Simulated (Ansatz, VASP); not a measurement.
## One calculation of Fe, two programs

```
Fe
1.0
    -1.37579    1.37579    1.37579
     1.37579   -1.37579    1.37579
     1.37579    1.37579   -1.37579
Fe
1
Direct
  0.00000 0.00000 0.00000
```

Alike in both runs: functional LDA; k mesh 20 × 20 × 20; occupations gaussian, width 0.1 eV; collinear spin.

Ansatz relaxed the structure, and its values are those at the end. VASP's run is a single point on that final structure, the one shown.

|  | VASP | Ansatz |
| --- | --- | --- |
| version | VASP 6.6.1 | Ansatz 0.2.0 |
| potentials or method | VASP PAW LDA potentials, release 64 (Fe), cutoff 520 eV | scalar-relativistic, plane waves, PAW |
| valence electrons in the cell | 8 | 16 |

|  | VASP | Ansatz | Ansatz less VASP |
| --- | --- | --- | --- |
| gap on the k mesh at the Fermi level (eV) | none | none | - |
| pressure (GPa) | -0.9 | 0.0 | +0.92 |
| net moment per atom (μB) | 1.98 | 2.01 | +0.033 |
| size of the moment on the site where the two differ most (μB) | 1.95 | 2.01 | +0.066 |

LDA's correlation is that of Perdew and Zunger in VASP and of Perdew and Wang (1992) in Ansatz. Site moments also hang on the region over which each program counts them. A gap of «none» marks a metal or a gap that the smearing closes. VASP's potentials hold 8 valence electrons a cell and Ansatz's 16, so a difference there can come from the potentials and not from the codes.
